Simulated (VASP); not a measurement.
# Al3Pt (P-4m2) in VASP: relaxation of cell and atoms with PBE

Aim: the relaxation of cell and atoms of Al3Pt with PBE.

Everything below comes from runs of VASP 6.6.1. Logs are shortened: lines on timing, memory, paths and dates and some standing lists are left out, and cuts for length are marked.

### 1 The cell of the first run

Symmetry: P-4m2, No. 115, tetragonal system. Conventional cell: a = 4.199 Å, b = 4.199 Å, c = 4.099 Å, α = 90.00°, β = 90.00°, γ = 90.00°. Al (site symmetry 2mm) has 2 Al at 2.12 Å and 2 Pt at 2.73 Å within 2.8 Å. Al (site symmetry -4m2) has 4 Al at 2.12 Å within 2.8 Å. Pt (site symmetry -4m2) has 8 Al at 2.73 to 3.15 Å within 3.6 Å.

### 2 Relaxation of cell and atoms, PBE

File INCAR:

```
SYSTEM = Al3Pt
ALGO     = Normal         ! electronic algorithm
EDIFF    = 1E-7           ! SCF threshold, eV
EDIFFG   = -0.04          ! ionic threshold
ENCUT    = 600            ! plane-wave cutoff, eV
GGA      = PE             ! functional
IBRION   = 2              ! ionic algorithm
ISIF     = 3              ! what is computed and relaxed
ISMEAR   = 0              ! smearing method
LASPH    = .True.         ! aspherical terms in the spheres
LCHARG   = .False.        ! write CHGCAR
LREAL    = .False.        ! projectors in reciprocal space
LWAVE    = .False.        ! write WAVECAR
NELM     = 100            ! most SCF steps
NSW      = 90             ! ionic steps
PREC     = Accurate       ! precision mode
SIGMA    = 0.1            ! smearing width, eV
```

File KPOINTS:

```
k-points
0
Gamma
  4 4 4
  0 0 0
```

File POSCAR:

```
Al3Pt
1.0
    4.1989307100      0.0000000000      0.0000000000
    0.0000000000      4.1989307100      0.0000000000
    0.0000000000      0.0000000000      4.0992405600
Al Pt
3 1
Direct
    0.0000000000      0.5000000000      0.4275732500
    0.5000000000      0.0000000000      0.5724267500
    0.5000000000      0.5000000000      0.5000000000
    0.0000000000      0.0000000000      0.0000000000
```

Potentials or basis: VASP PAW PBE potentials, release 64 (Al, Pt).

On the command line:

```console
cat potpaw_PBE.64/Al/POTCAR potpaw_PBE.64/Pt/POTCAR > POTCAR
mpirun -np 1 vasp_std > vasp.out
```

OUTCAR:

```text
SYSTEM = Al3Pt
   EDIFF = 1E-7
   EDIFFG = -0.04
   ENCUT = 600
   GGA = PE
   IBRION = 2
   ISIF = 3
   ISMEAR = 0
   LASPH = .True.
   LREAL = .False.
   NELM = 100
   NSW = 90
   PREC = Accurate

 ion  position               nearest neighbor table
   1  0.000  0.500  0.428-   3 2.12   3 2.12   4 2.73   4 2.73   2 3.03   2 3.03   2 3.03   2 3.03
                             4 3.15   4 3.15
   2  0.500  0.000  0.572-   3 2.12   3 2.12   4 2.73   4 2.73   1 3.03   1 3.03   1 3.03   1 3.03
                             4 3.15   4 3.15
   3  0.500  0.500  0.500-   1 2.12   2 2.12   2 2.12   1 2.12
   4  0.000  0.000  0.000-   1 2.73   2 2.73   1 2.73   2 2.73   2 3.15   1 3.15   2 3.15   1 3.15

  LATTYP: Found a simple tetragonal cell.
 ALAT       =     4.1989307100
 C/A-ratio  =     0.9762582055

  Lattice vectors:

 A1 = (   4.1989307100,   0.0000000000,   0.0000000000)
 A2 = (   0.0000000000,   4.1989307100,   0.0000000000)
 A3 = (   0.0000000000,   0.0000000000,   4.0992405600)

Analysis of symmetry for initial positions (statically):
=====================================================================
 Subroutine PRICEL returns:
 Original cell was already a primitive cell.

 Routine SETGRP: Setting up the symmetry group for a
 simple tetragonal supercell.

 Subroutine GETGRP returns: Found  8 space group operations
 (whereof  8 operations were pure point group operations)
 out of a pool of 16 trial point group operations.

The static configuration has the point symmetry D_2d.

Analysis of symmetry for dynamics (positions and initial velocities):
=====================================================================
 Subroutine PRICEL returns:
 Original cell was already a primitive cell.

 Routine SETGRP: Setting up the symmetry group for a
 simple tetragonal supercell.

 Subroutine GETGRP returns: Found  8 space group operations
 (whereof  8 operations were pure point group operations)
 out of a pool of 16 trial point group operations.

The dynamic configuration has the point symmetry D_2d.

 Subroutine INISYM returns: Found  8 space group operations
 (whereof  8 operations are pure point group operations),
 and found     1 'primitive' translations

----------------------------------------------------------------------------------------

                                     Primitive cell

  volume of cell :      72.2738

  direct lattice vectors                    reciprocal lattice vectors
     4.198930710  0.000000000  0.000000000     0.238155871  0.000000000  0.000000000
     0.000000000  4.198930710  0.000000000     0.000000000  0.238155871  0.000000000
     0.000000000  0.000000000  4.099240560     0.000000000  0.000000000  0.243947625

  length of vectors
     4.198930710  4.198930710  4.099240560     0.238155871  0.238155871  0.243947625

  position of ions in fractional coordinates (direct lattice)
     0.000000000  0.500000000  0.427573250
     0.500000000  0.000000000  0.572426750
     0.500000000  0.500000000  0.500000000
     0.000000000  0.000000000  0.000000000

  ion indices of the primitive-cell ions
   primitive index   ion index
                 1           1
                 2           2
                 3           3
                 4           4

----------------------------------------------------------------------------------------

 KPOINTS: k-points

Automatic generation of k-mesh.
 Grid dimensions read from file:
 generate k-points for:    4    4    4

 Generating k-lattice:

  Cartesian coordinates                     Fractional coordinates (reciprocal lattice)
     0.059538968  0.000000000  0.000000000     0.250000000  0.000000000  0.000000000
     0.000000000  0.059538968  0.000000000     0.000000000  0.250000000  0.000000000
     0.000000000  0.000000000  0.060986906     0.000000000  0.000000000  0.250000000

  Length of vectors
     0.059538968  0.059538968  0.060986906

  Shift w.r.t. Gamma in fractional coordinates (k-lattice)
     0.000000000  0.000000000  0.000000000

 Subroutine IBZKPT returns following result:
 ===========================================

 Found     18 irreducible k-points:

 Following reciprocal coordinates:
            Coordinates               Weight
  0.000000  0.000000  0.000000      1.000000
  0.250000  0.000000  0.000000      4.000000
  0.500000  0.000000  0.000000      2.000000
  0.250000  0.250000  0.000000      4.000000
  0.500000  0.250000  0.000000      4.000000
  0.500000  0.500000  0.000000      1.000000
[... 10 lines left out ...]
  0.500000  0.250000  0.500000      4.000000
  0.500000  0.500000  0.500000      1.000000
   k-points           NKPTS =     18   k-points in BZ     NKDIM =     18   number of bands    NBANDS=     13
   number of dos      NEDOS =    301   number of ions     NIONS =      4
   total plane-waves  NPLWV =  46656
   dimension x,y,z NGX =    36 NGY =   36 NGZ =   36
   dimension x,y,z NGXF=    72 NGYF=   72 NGZF=   72
   ions per type =               3   1
   NGX,Y,Z   is equivalent  to a cutoff of  14.25, 14.25, 14.60 a.u.
   NGXF,Y,Z  is equivalent  to a cutoff of  28.51, 28.51, 29.20 a.u.
 SYSTEM =  Al3Pt
   PREC   = accura    normal or accurate (medium, high low for compatibility)
   ISTART =      0    job   : 0-new  1-cont  2-samecut
   ICHARG =      2    charge: 1-file 2-atom 10-const
   ISPIN  =      1    spin polarized calculation?
   LNONCOLLINEAR =      F non collinear calculations
   LSORBIT =      F    spin-orbit coupling
   LASPH  =      T    aspherical Exc in radial PAW
   ENCUT  =  600.0 eV  44.10 Ry    6.64 a.u.   8.39  8.39  8.19*2*pi/ulx,y,z
   NELM   =    100;   NELMIN=  2; NELMDL= -5     # of ELM steps
   EDIFF  = 0.1E-06   stopping-criterion for ELM
   LREAL  =      F    real-space projection
   EDIFFG = -.4E-01   stopping-criterion for IOM
   NSW    =     90    number of steps for IOM
   IBRION =      2    ionic relax: 0-MD 1-quasi-New 2-CG
   NFREE  =      1    steps in history (QN), initial steepest desc. (CG)
   ISIF   =      3    stress and relaxation
   ISYM   =      2    0-nonsym 1-usesym 2-fastsym
   POTIM  = 0.5000    time-step for ionic-motion
   TEBEG  =    0.0;   TEEND  =   0.0 temperature during run
   PSTRESS=    0.0 pullay stress
   NELECT =      19.0000    total number of electrons
   NUPDOWN=      -1.0000    fix difference up-down
   EMIN   =  10.00;   EMAX   =-10.00  energy-range for DOS
   EFERMI =   0.00;   METHOD = LEGACY
   ISMEAR =     0;   SIGMA  =   0.10  broadening in eV -4-tet -1-fermi 0-gaus
   EFERMI_NEDOS =   21; number of points for ismear=-14 and -15
   IALGO  =     38    algorithm
   IMIX   =      4    mixing-type and parameters
     AMIX     =   0.40;   BMIX     =  1.00
     AMIX_MAG =   1.60;   BMIX_MAG =  1.00
  volume/ion in A,a.u.               =      18.07       121.93
  Fermi-wavevector in a.u.,A,eV,Ry     =   1.048735  1.981822 14.964301  1.099845
  Thomas-Fermi vector in A             =   2.183669
   LORBIT       =      0    0 simple, 1 ext, 2 COOP (PROOUT), +10 PAW based schemes
   GGA     = PE    functional components
   LHFCALC =     F    Hartree Fock is set to
   AEXX    =    0.0000 exact exchange contribution
   IVDW    =     0    specifies the selected vdW correction
   LEPSILON=     F    determine dielectric tensor
   LRPA    =     F    only Hartree local field effects (RPA)
 conjugate gradient relaxation of ions
 non-spin polarized calculation
 Gauss-broadening in eV      SIGMA  =   0.10
  energy-cutoff  :      600.00
  volume of cell :       72.27
 maximum number of plane-waves:      2429
 NGX is ok and might be reduce to    36
   NGX = 17   NGY = 17   NGZ = 17

--------------------------------------- Ionic step        1  -------------------------------------------

 number of electron      19.0000000 magnetization

 Free energy of the ion-electron system (eV)
  ---------------------------------------------------
  ext. energy  EPLUGINS =         0.00000000
  ---------------------------------------------------
  free energy    TOTEN  =       -12.86027617 eV

  energy without entropy =      -12.84956454  energy(sigma->0) =      -12.85492035

------------------------ aborting loop because EDIFF is reached ----------------------------------------

  FORCE on cell =-STRESS in cart. coord.  units (eV):
  Direction    XX          YY          ZZ          XY          YZ          ZX
  --------------------------------------------------------------------------------------
  -------------------------------------------------------------------------------------
  Total       16.6543059     16.6543059     -4.4127386      0.0000000     -0.0000000      0.0000000
  in kB      369.1954156    369.1954156    -97.8223205      0.0000000     -0.0000000      0.0000000
  external PRESSURE =     213.5228369 kB  Pullay stress =       0.0000000 kB
[... 95 lines left out ...]
  FREE ENERGIE OF THE ION-ELECTRON SYSTEM (eV)
  ---------------------------------------------------
  free  energy   TOTEN  =       -15.2529342667 eV

  energy  without entropy=      -15.2431828754  energy(sigma->0) =      -15.24805857

 E-fermi :   5.3920     XC(G=0):  -9.7209

 val. band max:        5.3767824486   @ k =   0.5000   0.5000   0.5000
 cond. band min:       5.4170581888   @ k =   0.2500   0.2500   0.5000
 fundamental gap:      0.0402757402
 Fermi energy:         5.3919617430

 k-point     1 :       0.0000    0.0000    0.0000
  band No.  band energies     occupation
      1      -3.5057      2.00000
      2       1.0585      2.00000
      3       2.3620      2.00000
      4       2.7172      2.00000
      5       2.7172      2.00000
      6       3.2894      2.00000
      7       3.5759      2.00000
      8       3.5759      2.00000
      9       3.7687      2.00000
     10       5.5101      0.09480
     11       7.7023      0.00000
     12       8.3177      0.00000
     13       8.3177      0.00000
[... 257 lines left out ...]
 k-point    18 :       0.5000    0.5000    0.5000
  band No.  band energies     occupation
      1       0.4064      2.00000
      2       0.4064      2.00000
      3       0.4899      2.00000
      4       2.5715      2.00000
      5       3.1398      2.00000
      6       3.3353      2.00000
      7       3.9264      2.00000
      8       4.0212      2.00000
      9       4.0212      2.00000
     10       4.6618      2.00000
     11       4.6618      2.00000
     12       5.1060      1.99995
     13       5.3768      1.16997

 E-fermi :  10.7388     XC(G=0): -11.6468

 val. band max:       10.7195825414   @ k =   0.2500   0.0000   0.0000
 cond. band min:      10.7428561607   @ k =   0.0000   0.0000   0.0000
 fundamental gap:      0.0232736193
 Fermi energy:        10.7387581080

 k-point     1 :       0.0000    0.0000    0.0000
  band No.  band energies     occupation
      1      -1.3173      2.00000
      2       1.4897      2.00000
      3       2.5568      2.00000
      4       5.3027      2.00000
      5       5.3027      2.00000
      6       5.6299      2.00000
      7       5.7311      2.00000
      8       8.8738      2.00000
      9      10.2797      2.00000
     10      10.2797      2.00000
     11      10.7429      0.95378
     12      10.7429      0.95378
     13      12.7989      0.00000
[... 257 lines left out ...]
 k-point    18 :       0.5000    0.5000    0.5000
  band No.  band energies     occupation
      1       3.0889      2.00000
      2       3.0889      2.00000
      3       6.9647      2.00000
      4       7.2733      2.00000
      5       7.7339      2.00000
      6       8.2956      2.00000
      7       8.2956      2.00000
      8       9.2069      2.00000
      9       9.4205      2.00000
     10      11.0999      0.00000
     11      11.3913      0.00000
     12      11.3913      0.00000
     13      18.2330      0.00000

[... ionic steps 4 to 31 ...]

--------------------------------------- Ionic step       32  -------------------------------------------

 number of electron      19.0000003 magnetization

------------------------ aborting loop because EDIFF is reached ----------------------------------------

  FORCE on cell =-STRESS in cart. coord.  units (eV):
  Direction    XX          YY          ZZ          XY          YZ          ZX
  --------------------------------------------------------------------------------------
  -------------------------------------------------------------------------------------
  Total        1.4574559      1.4574559     -0.4285531      0.0000000     -0.0000000      0.0000000
  in kB       33.5901285     33.5901285     -9.8769053      0.0000000     -0.0000000      0.0000000
  external PRESSURE =      19.1011172 kB  Pullay stress =       0.0000000 kB
[... 61 lines left out ...]
  energy  without entropy=      -17.8489813766  energy(sigma->0) =      -17.85478078

--------------------------------------- Ionic step       34  -------------------------------------------

 number of electron      19.0000002 magnetization

 Free energy of the ion-electron system (eV)
  ---------------------------------------------------
  ext. energy  EPLUGINS =         0.00000000
  ---------------------------------------------------
  free energy    TOTEN  =       -17.86096297 eV

  energy without entropy =      -17.84948399  energy(sigma->0) =      -17.85522348

 E-fermi :   7.5425     XC(G=0): -10.5257

 val. band max:        7.5252613207   @ k =   0.2500   0.0000   0.2500
 cond. band min:       7.5913777764   @ k =   0.2500   0.2500   0.0000
 fundamental gap:      0.0661164556
 Fermi energy:         7.5425155497

 k-point     1 :       0.0000    0.0000    0.0000
  band No.  band energies     occupation
      1      -2.6666      2.00000
      2       1.1202      2.00000
      3       2.4202      2.00000
      4       3.6210      2.00000
      5       3.6210      2.00000
      6       3.8129      2.00000
      7       4.0404      2.00000
      8       6.3315      2.00000
      9       6.3315      2.00000
     10       6.4397      2.00000
     11       8.5046      0.00000
     12       8.5046      0.00000
     13      10.1461      0.00000
[... 301 lines left out ...]
  FREE ENERGIE OF THE ION-ELECTRON SYSTEM (eV)
  ---------------------------------------------------
  free  energy   TOTEN  =       -17.8609629666 eV

  energy  without entropy=      -17.8494839867  energy(sigma->0) =      -17.85522348

 reached required accuracy - stopping structural energy minimisation
```

It took 6.6 min on 1 thread of AMD EPYC 7R13 (Zen 3), shared host; peak memory 0.2 GiB.

Results:

```yaml
Free_energy: -17.8610 eV
Relaxed_volume: 17.66 Å³/atom
Relaxed_cell: a = 5.082 Å, b = 5.082 Å, c = 2.736 Å, α = 90.00°, β = 90.00°, γ = 90.00°
Space_group_after_relaxing_to_0.05_Å: P-4m2 (No. 115)
Energy_gained_by_relaxing: 1250.2 meV/atom
Ionic_steps: 34
Pressure_after_relaxing: 0.2 GPa
Largest_force_after_relaxing: 0.014 eV/Å
```

Forces in eV/Å, atoms in the order of the input:
```
Al   0.000  0.000  0.014
Al   0.000  0.000 -0.014
Al   0.000  0.000  0.000
Pt   0.000  0.000  0.000
```

The path:
```csv
step,energy change (eV),largest force (eV/Å),pressure (GPa),volume (Å³)
1,0.0000,1.5382,21.35,72.27
2,-2.2644,0.6440,-8.88,98.68
3,-2.3927,0.8416,-5.56,92.06
4,-3.0277,0.6603,-5.20,84.84
5,-3.7832,0.4067,-1.72,74.94
6,-0.3951,0.1794,63.12,54.29
7,-3.9220,0.3566,-0.48,72.90
8,-4.3294,0.2210,12.04,63.71
9,-4.3543,0.2951,5.36,67.16
10,-4.3844,0.2831,7.69,65.78
11,-4.2282,0.2199,6.82,67.88
12,-4.4934,0.2257,6.07,66.69
13,-4.5651,0.2765,-1.42,71.64
14,-4.5693,0.2661,-0.08,70.62
15,-4.5693,0.2670,-0.18,70.70
16,-4.5748,0.2724,-0.21,70.74
17,-4.5914,0.2872,-0.29,70.85
18,-4.6256,0.3081,-0.50,71.09
19,-4.6934,0.3170,-1.02,71.55
20,-4.8084,0.2559,-1.95,72.48
21,-4.8030,0.0098,-3.40,74.34
22,-4.8466,0.1055,-2.82,73.46
23,-4.8487,0.1034,-2.81,73.45
24,-4.8548,0.0973,-2.77,73.41
25,-4.8666,0.0856,-2.69,73.32
26,-4.8880,0.0645,-2.51,73.16
27,-4.9229,0.0286,-2.17,72.82
28,-4.9613,0.0452,-1.54,72.14
29,-4.9633,0.0743,-1.33,71.92
30,-4.9746,0.0641,-1.05,71.68
31,-4.9964,0.0340,-0.19,70.96
32,-4.9814,0.0209,1.91,69.52
33,-5.0003,0.0160,0.41,70.52
34,-5.0007,0.0141,0.21,70.65
```

Final structure:
```cif
data_structure
_symmetry_space_group_name_H-M 'P 1'
_symmetry_Int_Tables_number 1
_cell_length_a 5.0819
_cell_length_b 5.0819
_cell_length_c 2.7357
_cell_angle_alpha 90.000
_cell_angle_beta 90.000
_cell_angle_gamma 90.000
_cell_volume 70.65
loop_
_atom_site_label
_atom_site_type_symbol
_atom_site_fract_x
_atom_site_fract_y
_atom_site_fract_z
_atom_site_occupancy
Al1 Al 0.00000 0.50000 0.98620 1
Al2 Al 0.50000 0.00000 0.01380 1
Al3 Al 0.50000 0.50000 0.50000 1
Pt1 Pt 0.00000 0.00000 0.00000 1
```

Caveat: the k points lie up to 0.57 Å⁻¹ apart in the final cell; spin-orbit coupling is left out, which moves the levels of the heavy elements.
